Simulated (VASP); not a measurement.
# Al2O3 (R-3c) in VASP: notebook, part 2 of 2

VASP 6.6.1.

## (3) Single point, PBE (c/a of the conventional cell at fixed volume 3.0928)

The input, INCAR:

```
SYSTEM = Al2O3
PREC     = Accurate       ! precision mode
ENCUT    = 520            ! plane-wave cutoff, eV
EDIFF    = 1E-6           ! SCF threshold, eV
ISMEAR   = 0              ! smearing method
SIGMA    = 0.05           ! smearing width, eV
LREAL    = .FALSE.        ! projectors in reciprocal space
LASPH    = .TRUE.         ! aspherical terms in the spheres
NELM     = 60             ! most SCF steps
ALGO     = Normal         ! electronic algorithm
ISIF     = 2              ! what is computed and relaxed
LWAVE    = .FALSE.        ! write WAVECAR
LCHARG   = .FALSE.        ! write CHGCAR
GGA      = PE             ! functional
NBANDS   = 35             ! bands
```

The input, KPOINTS:

```
Automatic mesh
0
G
  6 6 6
  0 0 0
```

The input, POSCAR:

```
Al2O3
1.0
    2.3058545897      1.3312857681      4.7543647167
   -2.3058545897      1.3312857681      4.7543647167
    0.0000000000     -2.6625715361      4.7543647167
Al O
4 6
Direct
    0.8445081524      0.8445081524      0.8445081524
    0.6554918476      0.6554918476      0.6554918476
    0.1554918476      0.1554918476      0.1554918476
    0.3445081524      0.3445081524      0.3445081524
    0.0561574040      0.4438425960      0.7500000000
    0.7500000000      0.0561574040      0.4438425960
    0.4438425960      0.7500000000      0.0561574040
    0.9438425960      0.5561574040      0.2500000000
    0.2500000000      0.9438425960      0.5561574040
    0.5561574040      0.2500000000      0.9438425960
```

Potentials or basis: VASP PAW PBE potentials, release 64 (Al, O).

Command:

```bash
cat potpaw_PBE.64/Al/POTCAR potpaw_PBE.64/O/POTCAR > POTCAR
mpirun -np 1 vasp_std > vasp.out
```

OUTCAR:

```text
SYSTEM = Al2O3
   PREC = Accurate
   ENCUT = 520
   EDIFF = 1E-6
   ISMEAR = 0
   LREAL = .FALSE.
   LASPH = .TRUE.
   NELM = 60
   ISIF = 2
   GGA = PE

 ion  position               nearest neighbor table
   1  0.845  0.845  0.845-   8 1.91   9 1.91  10 1.91   6 1.95   5 1.95   7 1.95   3 2.68   3 2.68
                             3 2.68   2 2.70
   2  0.655  0.655  0.655-   8 1.91  10 1.91   9 1.91   7 1.95   5 1.95   6 1.95   4 2.68   4 2.68
                             4 2.68   1 2.70
   3  0.155  0.155  0.155-   5 1.91   6 1.91   7 1.91   9 1.95   8 1.95  10 1.95   1 2.68   1 2.68
                             1 2.68   4 2.70
   4  0.345  0.345  0.345-   5 1.91   7 1.91   6 1.91  10 1.95   8 1.95   9 1.95   2 2.68   2 2.68
                             2 2.68   3 2.70
   5  0.056  0.444  0.750-   3 1.91   4 1.91   1 1.95   2 1.95
   6  0.750  0.056  0.444-   3 1.91   4 1.91   1 1.95   2 1.95
   7  0.444  0.750  0.056-   4 1.91   3 1.91   2 1.95   1 1.95
   8  0.944  0.556  0.250-   1 1.91   2 1.91   3 1.95   4 1.95
   9  0.250  0.944  0.556-   1 1.91   2 1.91   3 1.95   4 1.95
  10  0.556  0.250  0.944-   2 1.91   1 1.91   4 1.95   3 1.95

  LATTYP: Found a trigonal (rhomboedric) cell.
 ALAT       =     5.4491532411
 COS(alpha) =     0.6418740542

  Lattice vectors:

 A1 = (   2.3058545897,   1.3312857681,   4.7543647167)
 A2 = (  -2.3058545897,   1.3312857681,   4.7543647167)
 A3 = (   0.0000000000,  -2.6625715361,   4.7543647167)

Analysis of symmetry for initial positions (statically):
=====================================================================
 Subroutine PRICEL returns:
 Original cell was already a primitive cell.

 Routine SETGRP: Setting up the symmetry group for a
 trigonal (rhombohedral) supercell.

 Subroutine GETGRP returns: Found 12 space group operations
 (whereof  6 operations were pure point group operations)
 out of a pool of 12 trial point group operations.

The static configuration has the point symmetry S_6 .
 The point group associated with its full space group is D_3d.

Analysis of symmetry for dynamics (positions and initial velocities):
[... 153 lines left out ...]
   GGA     = PE    functional components
   LHFCALC =     F    Hartree Fock is set to
   AEXX    =    0.0000 exact exchange contribution
   IVDW    =     0    specifies the selected vdW correction
   LEPSILON=     F    determine dielectric tensor
   LRPA    =     F    only Hartree local field effects (RPA)
 non-spin polarized calculation
 Gauss-broadening in eV      SIGMA  =   0.05
  energy-cutoff  :      520.00
  volume of cell :       87.57
 maximum number of plane-waves:      2378
 NGX is ok and might be reduce to    42

 number of electron      47.9999990 magnetization

 Free energy of the ion-electron system (eV)
  ---------------------------------------------------
  ext. energy  EPLUGINS =         0.00000000
  ---------------------------------------------------
  free energy    TOTEN  =       -73.55722814 eV

  energy without entropy =      -73.55722814  energy(sigma->0) =      -73.55722814

 E-fermi :   6.4622     XC(G=0): -11.5225

 val. band max:        6.2220732629   @ k =   0.0000   0.0000   0.0000
 cond. band min:      11.3421036484   @ k =   0.0000   0.0000   0.0000
 fundamental gap:      5.1200303855
 Fermi energy:         6.4621967789

 k-point     1 :       0.0000    0.0000    0.0000
  band No.  band energies     occupation
      1     -13.3068      2.00000
      2     -11.5552      2.00000
      3     -10.5876      2.00000
      4     -10.5876      2.00000
      5     -10.3398      2.00000
      6     -10.3398      2.00000
[... 901 lines left out ...]
     34      18.8763      0.00000
     35      19.1785      0.00000

 [... further k-points ...]
[... 5 lines left out ...]
  --------------------------------------------------------------------------------------
  -------------------------------------------------------------------------------------
  Total        9.7413672      9.7413672    -17.0054463      0.0000000     -0.0000000      0.0000000
  in kB      178.2311240    178.2311240   -311.1370054      0.0000000     -0.0000000      0.0000000
  external PRESSURE =      15.1084142 kB  Pullay stress =       0.0000000 kB

 VOLUME and BASIS-vectors are now :
 -----------------------------------------------------------------------------
  energy-cutoff  :      520.00
  volume of cell :       87.57
      direct lattice vectors                 reciprocal lattice vectors
     2.305854590  1.331285768  4.754364717     0.216839345  0.125192254  0.070111014
    -2.305854590  1.331285768  4.754364717    -0.216839345  0.125192254  0.070111014
     0.000000000 -2.662571536  4.754364717     0.000000000 -0.250384509  0.070111014

 POSITION                                       TOTAL-FORCE (eV/Angst)
 -----------------------------------------------------------------------------------
      0.00000      0.00000     12.04530        -0.000000      0.000000      0.934886
      0.00000      0.00000      9.34934        -0.000000     -0.000000     -0.934886
      0.00000      0.00000      2.21779        -0.000000     -0.000000     -0.934886
      0.00000      0.00000      4.91375        -0.000000      0.000000      0.934886
     -0.89395     -1.33129      5.94296         0.657071     -0.000000     -0.000000
      1.59990     -0.10854      5.94296        -0.328536      0.569040      0.000000
     -0.70595      1.43982      5.94296        -0.328536     -0.569040      0.000000
      0.89395      1.33129      8.32014        -0.657071     -0.000000     -0.000000
     -1.59990      0.10854      8.32014         0.328536     -0.569040      0.000000
      0.70595     -1.43982      8.32014         0.328536      0.569040      0.000000
 -----------------------------------------------------------------------------------
    total drift:                                0.000000      0.000000     -0.000000

  FREE ENERGIE OF THE ION-ELECTRON SYSTEM (eV)
  ---------------------------------------------------
  free  energy   TOTEN  =       -73.5572281393 eV

  energy  without entropy=      -73.5572281393  energy(sigma->0) =      -73.55722814
```

stdout:

```text
POSCAR found type information on POSCAR AlO
 POSCAR found :  2 types and      10 ions
 scaLAPACK will be used
 LDA part: xc-table for (Slater+PW92), standard interpolation
 POSCAR, INCAR and KPOINTS ok, starting setup
 FFT: planning ... GRIDC
 FFT: planning ... GRID_SOFT
 FFT: planning ... GRID
 WAVECAR not read
 entering main loop
```

It took 88 s on 1 thread of AMD EPYC 9R45 (Zen 5), shared host; peak memory 0.24 GiB.

What came out:

```yaml
Free_energy: -73.5572 eV
Pressure: 1.5 GPa
Largest_force: 0.935 eV/Å
Band_gap_on_the_k_mesh: 5.12 eV, direct
```

Forces on the atoms (eV/Å):
```
Al   0.000  0.000  0.935
Al   0.000  0.000 -0.935
Al   0.000  0.000 -0.935
Al   0.000  0.000  0.935
O    0.657  0.000  0.000
O   -0.329  0.569  0.000
O   -0.329 -0.569  0.000
O   -0.657  0.000  0.000
O    0.329 -0.569  0.000
O    0.329  0.569  0.000
```

Stress tensor (GPa, compression positive):
```
 17.82   0.00   0.00
  0.00  17.82   0.00
  0.00   0.00 -31.11
```

## (4) Single point, PBE (c/a of the conventional cell at fixed volume 2.3651)

The input, INCAR:

```
PREC = Accurate
ENCUT = 520
EDIFF = 1E-6
ISMEAR = 0
SIGMA = 0.05
LREAL = F
LASPH = T
NELM = 80
ALGO = Normal
ISIF = 2
LWAVE = F
LCHARG = F
GGA = PE
NBANDS = 35
```

The input, KPOINTS:

```
regular mesh
0
Gamma
  6 6 6
```

POSCAR, as its differences from that of step 3:

```diff
@@ -2,5 +2,5 @@
 1.0
-    2.3058545897      1.3312857681      4.7543647167
-   -2.3058545897      1.3312857681      4.7543647167
-    0.0000000000     -2.6625715361      4.7543647167
+    2.5215409537      1.4558123484      3.9757976730
+   -2.5215409537      1.4558123484      3.9757976730
+    0.0000000000     -2.9116246967      3.9757976730
 Al O
```

Command:

```bash
cat potpaw_PBE.64/Al/POTCAR potpaw_PBE.64/O/POTCAR > POTCAR
mpirun -np 1 vasp_std > vasp.out
```

Run time: 70 s. Hardware: 1 thread of AMD EPYC 9R45 (Zen 5), shared host; peak memory 0.23 GiB.

It converged, with:

```yaml
Free_energy: -72.4699 eV
Pressure: 3.6 GPa
Largest_force: 3.964 eV/Å
Band_gap_on_the_k_mesh: 4.69 eV, direct
```

Forces in eV/Å, atoms in the order of the input:
```
Al   0.000  0.000  3.964
Al   0.000  0.000 -3.964
Al   0.000  0.000 -3.964
Al   0.000  0.000  3.964
O   -0.175  0.000  0.000
O    0.088 -0.152  0.000
O    0.088  0.152  0.000
O    0.175  0.000  0.000
O   -0.088  0.152  0.000
O   -0.088 -0.152  0.000
```

Stress tensor (GPa, compression positive):
```
-18.57   0.00   0.00
  0.00 -18.57   0.00
  0.00   0.00  47.85
```

Levels at points of the mesh, in eV from the valence-band top:
| k point | band 21 | band 22 | band 23 | band 24 | band 25 | band 26 | band 27 | band 28 |
| --- | --- | --- | --- | --- | --- | --- | --- | --- |
| (0.00, 0.00, 0.00) | -1.15 | -0.92 | -0.92 | 0.00 | 4.69 | 7.07 | 9.43 | 9.94 |
| (0.50, 0.00, 0.00) | -1.22 | -1.22 | -0.68 | -0.68 | 7.79 | 7.79 | 8.63 | 8.63 |
| (0.50, 0.50, 0.00) | -1.51 | -1.48 | -1.10 | -0.50 | 7.63 | 8.24 | 8.27 | 9.23 |
| (0.50, 0.50, 0.50) | -1.39 | -1.39 | -1.39 | -1.39 | 6.98 | 6.98 | 9.90 | 9.90 |

Caveat: forces of over 1 eV/Å act on the atoms, so gaps and moduli don't describe the material at rest. A k mesh can miss the band edges.

## (5) Single point, PBE (c/a of the conventional cell at fixed volume 2.3651)

The input, INCAR:

```
PREC     = Accurate       # precision mode
ENCUT    = 520            # plane-wave cutoff, eV
EDIFF    = 1E-6           # SCF threshold, eV
ISMEAR   = 0              # smearing method
SIGMA    = 0.05           # smearing width, eV
LREAL    = F              # projectors in reciprocal space
LASPH    = T              # aspherical terms in the spheres
NELM     = 100            # most SCF steps
ALGO     = Normal         # electronic algorithm
ISIF     = 2              # what is computed and relaxed
LWAVE    = F              # write WAVECAR
LCHARG   = F              # write CHGCAR
GGA      = PE             # functional
NBANDS   = 35             # bands
```

The input, KPOINTS:

```
Automatic mesh
0
Gamma
  6 6 6
```

POSCAR, as its differences from that of step 4:

```diff
@@ -8,6 +8,6 @@
 Direct
-    0.8445081524      0.8445081524      0.8445081524
-    0.6554918476      0.6554918476      0.6554918476
-    0.1554918476      0.1554918476      0.1554918476
-    0.3445081524      0.3445081524      0.3445081524
+    0.8521293568      0.8521293568      0.8521293568
+    0.6478706432      0.6478706432      0.6478706432
+    0.1478706432      0.1478706432      0.1478706432
+    0.3521293568      0.3521293568      0.3521293568
     0.0561574040      0.4438425960      0.7500000000
```

Command:

```bash
cat potpaw_PBE.64/Al/POTCAR potpaw_PBE.64/O/POTCAR > POTCAR
mpirun -np 1 vasp_std > vasp.out
```

Run time: 69 s. Hardware: 1 thread of AMD EPYC 9R45 (Zen 5), shared host; peak memory 0.23 GiB.

It converged, with:

```yaml
Free_energy: -73.4067 eV
Pressure: -0.3 GPa
Largest_force: 1.344 eV/Å
Band_gap_on_the_k_mesh: 4.49 eV, direct
```

Forces on the atoms (eV/Å):
```
Al   0.000  0.000  1.344
Al   0.000  0.000 -1.344
Al   0.000  0.000 -1.344
Al   0.000  0.000  1.344
O   -0.260  0.000  0.000
O    0.130 -0.225  0.000
O    0.130  0.225  0.000
O    0.260  0.000  0.000
O   -0.130  0.225  0.000
O   -0.130 -0.225  0.000
```

Stress tensor (GPa, compression positive):
```
-17.91   0.00   0.00
  0.00 -17.91   0.00
  0.00   0.00  34.82
```

Levels at points of the mesh, in eV from the valence-band top:
| k point | band 22 | band 23 | band 24 | band 25 | band 26 | band 27 |
| --- | --- | --- | --- | --- | --- | --- |
| (0.00, 0.00, 0.00) | -0.97 | -0.97 | 0.00 | 4.49 | 7.17 | 9.05 |
| (0.50, 0.00, 0.00) | -1.30 | -0.67 | -0.67 | 7.53 | 7.53 | 8.54 |
| (0.50, 0.50, 0.00) | -1.58 | -1.04 | -0.58 | 7.44 | 7.91 | 8.27 |
| (0.50, 0.50, 0.50) | -1.45 | -1.45 | -1.45 | 6.91 | 6.91 | 9.61 |

Caveat: forces of over 1 eV/Å act on the atoms, so gaps and moduli don't describe the material at rest.

## (6) Overview

```csv
cell,gap on the mesh (eV),pressure (GPa),largest force (eV/Å)
"a = 5.180 Å, angles 55.3°, 10 atoms",5.62,1.7,1.39
"a = 5.449 Å, angles 50.1°, 10 atoms",5.12,1.5,0.93
"a = 4.928 Å, angles 61.6°, 10 atoms",4.49,-0.3,1.34
```

Some of these runs hold the atoms at other places in the same cell, which the table doesn't show; runs alike in all that it shows share one row.

Alike in all rows: task single point; level PBE; potentials or basis VASP PAW PBE potentials, release 64 (Al, O); no spin polarisation; k mesh 6 × 6 × 6; cutoff (eV) 520; smearing gaussian 0.05 eV.

Caveats: forces of over 1 eV/Å act on the atoms, so gaps and moduli don't describe the material at rest (some runs).

Total energies depend on the potentials used, so only differences within one code and one set of settings carry meaning.
